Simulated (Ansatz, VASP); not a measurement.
**Hf in VASP and in Ansatz**

```xyz
2
Lattice="2.9232 0.0000 0.0000 -1.4616 3.3527 0.0000 0.0000 0.0000 4.2468" Properties=species:S:1:pos:R:3 pbc="T T T"
Hf    0.0000    2.2351    1.0617
Hf    1.4616    1.1176    3.1851
```

Change from the starting cell: strain +e along x and -e along y -0.1500, strain +e along z and -e/2 along x and y -0.1500.

Alike in both runs: task single point; functional PBEsol; k mesh 18 × 18 × 10; occupations gaussian, width 0.15 eV; no spin polarisation.

|  | VASP | Ansatz |
| --- | --- | --- |
| version | VASP 6.6.1 | Ansatz 0.2.0 |
| potentials or method | VASP PAW PBE potentials, release 64 (Hf_pv), cutoff 520 eV | scalar-relativistic, plane waves, PAW |
| valence electrons in the cell | 20 | 52 |

|  | VASP | Ansatz | Ansatz less VASP |
| --- | --- | --- | --- |
| gap on the k mesh at the Fermi level (eV) | none | none | - |
| pressure (GPa) | 8.7 | 9.0 | +0.28 |
| traceless stress, the component that is largest in VASP (GPa) | -16.05 | -16.21 | -0.154 |
| rms of the force components (eV/Å) | 0.621 | 0.632 | +0.0111 |

VASP's potentials were made for PBE, not for PBEsol. Atom by atom the forces differ by 0.011 eV/Å (rms over components). A gap of «none» marks a metal or a gap that the smearing closes. VASP's potentials hold 20 valence electrons a cell and Ansatz's 52, so a difference there can come from the potentials and not from the codes.

Neither program's run includes spin-orbit coupling.
